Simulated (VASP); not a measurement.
TiSi2: single point with PBE

The system is TiSi2.

```xyz
6
Lattice="1.7726 -6.3811 0.0000 1.7726 6.3811 0.0000 0.0000 0.0000 3.5770" Properties=species:S:1:pos:R:3 pbc="T T T"
Ti    1.7726   -5.0642    2.6827
Ti    1.7726    5.0642    0.8942
Si    1.7726   -0.7547    2.6827
Si    1.7726    0.7547    0.8942
Si    1.7726    3.1928    2.6827
Si    1.7726   -3.1928    0.8942
```

| Quantity | Value |
| --- | --- |
| Program | VASP 6.6.1 |
| Task | single point |
| Functional | PBE |
| Potentials or basis | VASP PAW PBE potentials, release 64 (Ti_sv, Si) |
| Cutoff | 520 eV |
| k mesh | 12 × 12 × 12 |
| Occupations | gaussian, width 0.15 eV |
| Spin | no spin polarisation |
| Dipole correction | no |
| Further INCAR settings | ALGO = Normal; EDIFF = 1e-07; NBANDS = 29 |

```json
{
  "Pressure": "8.8 GPa",
  "Largest force": "0.753 eV/Å",
  "Band gap on the k mesh": "zero (bands 20 and 21 overlap by 0.99 eV)"
}
```

Forces on the atoms (eV/Å):
```
Ti   0.000 -0.753  0.000
Ti   0.000  0.753  0.000
Si   0.000 -0.522  0.000
Si   0.000  0.522  0.000
Si   0.000  0.053  0.000
Si   0.000 -0.053  0.000
```

Stress tensor (GPa, compression positive):
```
 3.88  0.00  0.00
 0.00 17.57  0.00
 0.00  0.00  5.06
```

Levels at points of the mesh, in eV from the Fermi level:
```csv
k point,band 18,band 19,band 20,band 21,band 22,band 23
"(0.00, 0.00, 0.00)",-1.92,-1.55,0.37,0.81,0.90,0.91
"(0.50, 0.00, 0.00)",-1.15,-0.76,-0.61,-0.58,0.95,1.40
"(0.50, 0.50, 0.00)",-2.22,-0.97,0.25,0.53,0.54,0.97
"(0.00, 0.00, 0.50)",-1.48,-0.05,-0.05,1.31,1.31,1.47
"(0.50, 0.00, 0.50)",-2.98,-2.48,-2.48,1.84,1.84,1.85
"(0.50, 0.50, 0.50)",-2.31,-1.13,-1.13,0.54,0.54,1.65
```

It took 11 min on 1 thread of AMD EPYC 9R45 96-Core Processor (Zen 5), on a shared host, peak memory 0.63 GiB.

Caveat: the stress differs along the axes, from 4 to 18 GPa.
